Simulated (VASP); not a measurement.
Wanted: the native input for a VASP 6.6.1 run.

| Item | Value |
| --- | --- |
| Task | single point |
| Functional | PBE |
| Dispersion | D3(BJ) |
| Potentials or basis | VASP PAW PBE potentials, release 64 (Ti_sv, H) |
| Cutoff | 520 eV |
| k mesh | 3 × 2 × 4 |
| Occupations | fermi-dirac, width 0.05 eV |
| Spin | no spin polarisation |
| Dipole correction | no |
| Further INCAR settings | ALGO = Normal; EDIFF = 1e-06; NBANDS = 84 |

The structure of Ti12H (a cell with a defect) lies in POSCAR:

```
Ti12H
1.0
    5.9000000000      0.0000000000      0.0000000000
   -4.4250000000      7.6643250000      0.0000000000
    0.0000000000      0.0000000000      4.6846000000
Ti H
12 1
Direct
   -0.0061530490     -0.0041199975      0.0085870725
    0.1514765595      0.2152625313      0.4938193229
   -0.0025175254      0.3307560679      0.0021651795
    0.1660412899      0.5545712114      0.5027976775
    0.0054498206      0.6702788569      0.0019158519
    0.1709837740      0.8912649190      0.5055436964
    0.5018116971      0.0000978560      0.0055272595
    0.6714108999      0.2167993920      0.4934651838
    0.4985323903      0.3327186673     -0.0042298168
    0.6792084081      0.5693838662      0.4908158647
    0.4978583701      0.6669835896      0.0034096828
    0.6615035975      0.8863537233      0.5055364385
    0.5013313741      0.3364203632      0.5850804765
```

The input as run:

INCAR

```
SYSTEM = Ti12H
PREC = Accurate
ENCUT = 520
EDIFF = 1E-6
ISMEAR = -1
SIGMA = 0.05
LREAL = .FALSE.
LASPH = .TRUE.
NELM = 60
ALGO = Normal
ISIF = 2
LWAVE = .FALSE.
LCHARG = .FALSE.
GGA = PE
IVDW = 12
NBANDS = 84
```

KPOINTS

```
regular mesh
0
G
  3 2 4
  0 0 0
```

Potentials or basis: VASP PAW PBE potentials, release 64 (Ti_sv, H).

The run is started by

```console
$ cat potpaw_PBE.64/Ti_sv/POTCAR potpaw_PBE.64/H/POTCAR > POTCAR
$ mpirun -np 1 vasp_std > vasp.out
```

Results of the run:

* Pressure: -5.8 GPa
* Largest force: 0.196 eV/Å
* Band gap on the k mesh: zero (an odd number of electrons rules out a gap without spin polarisation)
* Dispersion energy per atom: -0.561 eV

Caveat: the k points lie up to 0.41 Å⁻¹ apart, too coarse for converged energies and pressures of a metal.

Wall time 11 min on 1 thread of Intel Xeon 8259CL, on a shared host, peak memory 0.44 GiB.
